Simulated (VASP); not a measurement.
Input of a VASP 6.6.1 run:

File INCAR:

```
ALGO     = Normal         # electronic algorithm
EDIFF    = 1E-6           # SCF threshold, eV
EDIFFG   = -0.01          # ionic threshold
ENCUT    = 600            # plane-wave cutoff, eV
GGA      = PE             # functional
IBRION   = 2              # ionic algorithm
ISIF     = 3              # what is computed and relaxed
ISMEAR   = 0              # smearing method
LASPH    = T              # aspherical terms in the spheres
LCHARG   = F              # write CHGCAR
LREAL    = F              # projectors in reciprocal space
LWAVE    = F              # write WAVECAR
NELM     = 80             # most SCF steps
NSW      = 80             # ionic steps
PREC     = Accurate       # precision mode
SIGMA    = 0.1            # smearing width, eV
```

File KPOINTS:

```
k-points
0
Gamma
  14 14 14
```

File POSCAR:

```
TeW
1.0
    0.0000000000      2.8320154625      2.8320154625
    2.8320154625      0.0000000000      2.8320154625
    2.8320154625      2.8320154625      0.0000000000
W Te
1 1
Direct
    0.0000000000      0.0000000000      0.0000000000
    0.5000000000      0.5000000000      0.5000000000
```

Potentials or basis: VASP PAW PBE potentials, release 64 (W_sv, Te).

Launch:

```sh
$ cat potpaw_PBE.64/W_sv/POTCAR potpaw_PBE.64/Te/POTCAR > POTCAR
$ mpirun -np 1 vasp_std > vasp.out
```

(1) Predict the space group after relaxing (to 0.05 Å).

(2) Estimate the relaxed volume.

(3) Estimate the band gap on the k mesh.

Answers

(1) Fm-3m (No. 225).

(2) 21.91 Å³/atom.

(3) zero (band 10 reaches 10.23 eV, above the bottom of band 11 at 8.56 eV).

Caveat: spin-orbit coupling is left out, which moves the levels of the heavy elements.
